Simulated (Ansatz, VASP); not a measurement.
**CdS in VASP and in Ansatz**

```
CELL_PARAMETERS angstrom
4.14399 0.00000 0.00000
-2.07199 3.58880 0.00000
0.00000 0.00000 6.71911
ATOMIC_POSITIONS crystal
Cd 0.33333 0.66667 0.00389
Cd 0.66667 0.33333 0.50389
S 0.33333 0.66667 0.38111
S 0.66667 0.33333 0.88111
```

Alike in both runs: task single point; functional PBE0; k mesh 4 × 4 × 2; occupations gaussian, width 0.05 eV; no spin polarisation.

|  | VASP | Ansatz |
| --- | --- | --- |
| version | VASP 6.6.1 | Ansatz 0.2.0 |
| potentials or method | VASP PAW PBE potentials, release 64 (Cd, S), cutoff 520 eV | scalar-relativistic, plane waves, PAW |
| valence electrons in the cell | 36 | 52 |

```csv
,VASP,Ansatz,Ansatz less VASP
gap on the k mesh at the Fermi level (eV),2.97,2.92,-0.041
least direct gap on the mesh (eV),2.97,2.92,-0.041
pressure (GPa),1.4,1.2,-0.22
```

VASP's potentials hold 36 valence electrons a cell and Ansatz's 52, so a difference there can come from the potentials and not from the codes. Ansatz's warnings: stress exchange threshold loose, stress scf threshold loose.

The k mesh is coarse, so the values compare programs but aren't converged.
